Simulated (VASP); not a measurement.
Input of a VASP 6.6.1 run:

Contents of INCAR:

```
  PREC = Accurate
  ENCUT = 520
  EDIFF = 1E-6
  ISMEAR = 0
  SIGMA = 0.15
  LREAL = False
  LASPH = True
  NELM = 150
  ALGO = Normal
  ISIF = 2
  LWAVE = False
  LCHARG = True
  ISPIN = 2
  MAGMOM = 0.375
  LORBIT = 11
  NUPDOWN = 0.375
  LMAXMIX = 4
  GGA = PS
  LELF = True
  LVHAR = True
  NBANDS = 16
```

KPOINTS

```
regular mesh
0
Gamma
  22 22 22
```

POSCAR

```
Ti
1.0
   -1.6961562523      1.6961562523      1.6961562523
    1.6961562523     -1.6961562523      1.6961562523
    1.6961562523      1.6961562523     -1.6961562523
Ti
1
Direct
    0.0000000000      0.0000000000      0.0000000000
```

Potentials or basis: VASP PAW PBE potentials, release 64 (Ti_sv).

Command:

```bash
$ cat potpaw_PBE.64/Ti_sv/POTCAR > POTCAR
$ mpirun -np 1 vasp_std > vasp.out
```

(1) Estimate the pressure.

## Answers

(1) -13.8 GPa.

Caveat: the cell stands under tension; the PAW data sets were made with another functional, which shifts forces and pressure a little; the total moment is fixed, so each spin has its own Fermi level and the state may be an excited one.
